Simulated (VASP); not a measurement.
Sn: single point with PBE

Crystal: Sn.

```xyz
4
Lattice="4.6931 0.0000 0.0000 -2.3465 4.0643 0.0000 0.0000 0.0000 7.7140" Properties=species:S:1:pos:R:3 pbc="T T T"
Sn    2.3465    1.3548    0.4829
Sn    0.0000    2.7096    4.3399
Sn    2.3465    1.3548    3.3741
Sn    0.0000    2.7096    7.2311
```

| Item | Value |
| --- | --- |
| Program | VASP 6.6.1 |
| Task | single point |
| Functional | PBE |
| Potentials or basis | VASP PAW PBE potentials, release 64 (Sn_d) |
| Cutoff | 520 eV |
| k mesh | 12 × 12 × 6 |
| Occupations | gaussian, width 0.01 eV |
| Spin | no spin polarisation |

```
Pressure               : -0.1 GPa
Band gap on the k mesh : zero (band 28 reaches 4.95 eV, above the bottom of band 29 at 4.86 eV)
```

Levels at points of the mesh, in eV from the Fermi level:
| k point | band 24 | band 25 | band 26 | band 27 | band 28 | band 29 | band 30 | band 31 | band 32 | band 33 |
| --- | --- | --- | --- | --- | --- | --- | --- | --- | --- | --- |
| (0.00, 0.00, 0.00) | -1.14 | -1.10 | -1.10 | -0.36 | -0.04 | 0.12 | 0.12 | 1.94 | 1.94 | 2.28 |
| (0.50, 0.00, 0.00) | -5.62 | -3.32 | -2.28 | -1.96 | -1.07 | 0.63 | 1.07 | 3.13 | 3.15 | 3.51 |
| (0.00, 0.00, 0.50) | -4.06 | -0.62 | -0.62 | -0.62 | -0.62 | 0.21 | 0.21 | 2.80 | 2.80 | 2.80 |
| (0.50, 0.00, 0.50) | -6.41 | -1.90 | -1.90 | -1.78 | -1.78 | 0.44 | 0.44 | 1.96 | 1.96 | 4.89 |

Wall time 5 min on 1 thread of Intel(R) Xeon(R) Platinum 8488C (Sapphire Rapids), on a shared host, peak memory 0.44 GiB.

Caveat: spin-orbit coupling is left out, which moves the levels of the heavy elements.
